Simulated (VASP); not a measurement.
PbSe (Clausthalite), 2 atoms in the cell. The structure is cubic, space group Fm-3m (No. 225). Conventional cell: a = 6.139 Å, b = 6.139 Å, c = 6.139 Å, α = 90.00°, β = 90.00°, γ = 90.00°. Within 4.0 Å of Pb (site symmetry m-3m) lie 6 Se at 3.07 Å. Se (site symmetry m-3m) has 6 Pb at 3.07 Å within 4.0 Å. 

- Program: VASP 6.6.1
- Task: single point
- Functional: r2SCAN
- Dispersion: rVV10
- Potentials or basis: VASP PAW PBE potentials, release 64 (Pb_d, Se)
- Cutoff: 520 eV
- k mesh: 6 × 6 × 6
- Occupations: fermi-dirac, width 0.02 eV
- Spin: no spin polarisation
- Dipole correction: no
- Further INCAR settings: ALGO = Normal; EDIFF = 1e-06; NBANDS = 17

Potentials or basis: VASP PAW PBE potentials, release 64 (Pb_d, Se).

Run with:

```console
$ cat potpaw_PBE.64/Pb_d/POTCAR potpaw_PBE.64/Se/POTCAR > POTCAR
$ cp INCAR.step1 INCAR
$ mpirun -np 1 vasp_std > vasp.out
$ cp INCAR.step2 INCAR
$ mpirun -np 1 vasp_std > vasp.out
```

Hardware: 1 thread of AMD EPYC 9R45 (Zen 5), with other jobs on the host.

Problem. Estimate the wall time of this run.

Solution. Run time: 43 s on 1 thread of AMD EPYC 9R45 (Zen 5), on a shared host, peak memory 0.29 GiB. Counts: k points 16.
